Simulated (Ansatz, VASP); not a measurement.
**Two plane-wave programs on SiGe3**

INCAR

```
SYSTEM = SiGe3
ALGO = Normal ; EDIFF = 1E-6
ENCUT = 520 ; GGA = PE
ISIF = 2 ; ISMEAR = 0
LASPH = .True. ; LCHARG = .False.
LREAL = .False. ; LWAVE = .False.
NBANDS = 31 ; NELM = 100
PREC = Accurate ; SIGMA = 0.1
```

Contents of KPOINTS:

```
k-points
0
Gamma
  6 6 2
  0 0 0
```

The input POSCAR:

```
SiGe3
1.0
    2.9559021900      0.0000000000      0.0000000000
    0.0000000000      2.9559021900      0.0000000000
    0.0000000000      0.0000000000      8.3605539500
Si Ge
1 3
Direct
    0.0000000000      0.0000000000      0.5000000000
    0.0000000000      0.0000000000      0.0000000000
    0.5000000000      0.5000000000      0.2500000000
    0.5000000000      0.5000000000      0.7500000000
```

Input for Ansatz:

```yaml
crystal:
  lattice:
    - [2.95590219, 0.0, 0.0]
    - [0.0, 2.95590219, 0.0]
    - [0.0, 0.0, 8.36055395]
  atoms:
    - { symbol: Si, position: [0.0, 0.0, 0.5] }
    - { symbol: Ge, position: [0.0, 0.0, 0.0] }
    - { symbol: Ge, position: [0.5, 0.5, 0.25] }
    - { symbol: Ge, position: [0.5, 0.5, 0.75] }
basis:
  ecutwfc: 420
kpoints:
  mp_grid: { grid: [6, 6, 2] }
hamiltonian:
  xc: pbe
scf:
  occupations: { method: gaussian, width: 0.1 }
  lower_state_search: "off"
output:
  forces: true
  stress: true
  eigenvalues: true
```

Alike in both runs: task single point; functional PBE; k mesh 6 × 6 × 2; occupations gaussian, width 0.1 eV; no spin polarisation.

```csv
,VASP,Ansatz
version,VASP 6.6.1,Ansatz 0.2.0
potentials or method,"VASP PAW PBE potentials, release 64 (Si, Ge_d), cutoff 520 eV","scalar-relativistic, plane waves, PAW"
valence electrons in the cell,46,46
```

VASP gave:

* gap on the k mesh at the Fermi level (eV): none
* pressure (GPa): 1.3
* traceless stress, the component that is largest in VASP (GPa): 0.96
* rms of the force components (eV/Å): 0.215

Task: What did Ansatz give for the same quantities?

Result: gap on the k mesh at the Fermi level (eV): none; pressure (GPa): 1.3; traceless stress, the component that is largest in VASP (GPa): 0.96; rms of the force components (eV/Å): 0.214.

Atom by atom the forces differ by 0.001 eV/Å (rms over components). A gap of «none» marks a metal or a gap that the smearing closes. The functional is the same, so the differences come from potentials, cutoffs and numerics.

The k mesh is coarse, so the values compare programs but aren't converged.
